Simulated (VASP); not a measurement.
Li2ZrP2, 5 atoms in the cell. Symmetry: I4/mmm, No. 139, tetragonal system. Conventional cell: a = 3.635 Å, b = 3.635 Å, c = 11.177 Å, α = 90.00°, β = 90.00°, γ = 90.00°. Within 3.2 Å of Li (site symmetry -4m2) lie 4 P at 2.45 Å and 4 Li at 2.57 Å. Zr (site symmetry 4/mmm) has 8 P at 2.82 Å and 8 Li at 3.33 Å and 4 Zr at 3.64 Å within 3.7 Å. P (site symmetry 4mm) has 1 P at 2.31 Å and 4 Li at 2.45 Å and 4 Zr at 2.82 Å within 3.1 Å. 

* Program: VASP 6.6.1
* Task: single point
* Functional: PBE
* Potentials or basis: VASP PAW PBE potentials, release 64 (Li_sv, Zr_sv, P)
* Cutoff: 520 eV
* k mesh: 14 × 14 × 14
* Occupations: gaussian, width 0.1 eV
* Spin: no spin polarisation
* Dipole correction: no
* Further INCAR settings: ALGO = Normal; EDIFF = 1e-07; NBANDS = 22

Potentials or basis: VASP PAW PBE potentials, release 64 (Li_sv, Zr_sv, P).

Command:

```sh
$ cat potpaw_PBE.64/Li_sv/POTCAR potpaw_PBE.64/Zr_sv/POTCAR potpaw_PBE.64/P/POTCAR > POTCAR
$ mpirun -np 1 vasp_std > vasp.out
```

Hardware: 1 thread of Intel(R) Xeon(R) Platinum 8488C (Sapphire Rapids), on a shared host.

**Question.** How long does it take, and how much memory?

**Answer.** Wall time 14 min on 1 thread of Intel(R) Xeon(R) Platinum 8488C (Sapphire Rapids), with other jobs on the host, peak memory 0.59 GiB. Counts: scf iterations 14, k points 244.
